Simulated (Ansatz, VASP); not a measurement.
# Ga4As3P: VASP beside Ansatz

```
CELL_PARAMETERS angstrom
-2.83474 2.83474 5.66587
2.83474 -2.83474 5.66587
2.83474 2.83474 -5.66587
ATOMIC_POSITIONS crystal
Ga 0.12087 0.12087 0.48687
Ga 0.63400 0.63400 0.51313
Ga 0.36600 0.87913 0.00000
Ga 0.87913 0.36600 0.00000
P 0.00000 0.00000 0.00000
As 0.25000 0.75000 0.50000
As 0.75000 0.25000 0.50000
As 0.50000 0.50000 0.00000
```

Alike in both runs: functional PBE; k mesh 4 × 4 × 4; occupations gaussian, width 0.2 eV; no spin polarisation.

Ansatz relaxed the structure, and its values are those at the end. VASP's run is a single point on that final structure, the one shown.

|  | VASP | Ansatz |
| --- | --- | --- |
| version | VASP 6.6.1 | Ansatz 0.2.0 |
| potentials or method | VASP PAW PBE potentials, release 64 (Ga_d, P, As), cutoff 520 eV | scalar-relativistic, plane waves, PAW |
| valence electrons in the cell | 72 | 102 |

|  | VASP | Ansatz | Ansatz less VASP |
| --- | --- | --- | --- |
| gap on the k mesh at the Fermi level (eV) | 0.56 | 0.56 | -0.002 |
| least direct gap on the mesh (eV) | 0.56 | 0.56 | -0.002 |
| pressure (GPa) | 0.6 | 0.5 | -0.16 |
| rms of the force components (eV/Å) | 0.007 | 0.009 | +0.0014 |

With one functional, cell and mesh, what is left measures potentials, basis and numerics. VASP's potentials hold 72 valence electrons a cell and Ansatz's 102, so a difference there can come from the potentials and not from the codes.
